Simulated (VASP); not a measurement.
Here is a VASP 6.6.1 calculation.

INCAR

```
SYSTEM = TiRh
  PREC = Accurate
  ENCUT = 520
  EDIFF = 1E-6
  ISMEAR = 1
  SIGMA = 0.05
  LREAL = .FALSE.
  LASPH = .TRUE.
  NELM = 60
  ALGO = Normal
  ISIF = 2
  LWAVE = .FALSE.
  LCHARG = .TRUE.
  GGA = PS
  LELF = .TRUE.
  LVHAR = .TRUE.
  NBANDS = 20
```

KPOINTS

```
regular mesh
0
G
  13 13 13
  0 0 0
```

Contents of POSCAR:

```
TiRh
1.0
    3.0713532170      0.0000000000      0.0000000000
    0.0000000000      3.0713532170      0.0000000000
    0.0000000000      0.0000000000      3.0713532170
Ti Rh
1 1
Direct
    0.5000000000      0.5000000000      0.5000000000
    0.0000000000      0.0000000000      0.0000000000
```

Potentials or basis: VASP PAW PBE potentials, release 64 (Ti_sv, Rh_pv).

Run with:

```console
$ cat potpaw_PBE.64/Ti_sv/POTCAR potpaw_PBE.64/Rh_pv/POTCAR > POTCAR
$ mpirun -np 1 vasp_std > vasp.out
```

Problem. What does it give for the pressure?

Solution. 0.0 GPa.

Caveat: the PAW data sets were made with another functional, which shifts forces and pressure a little.
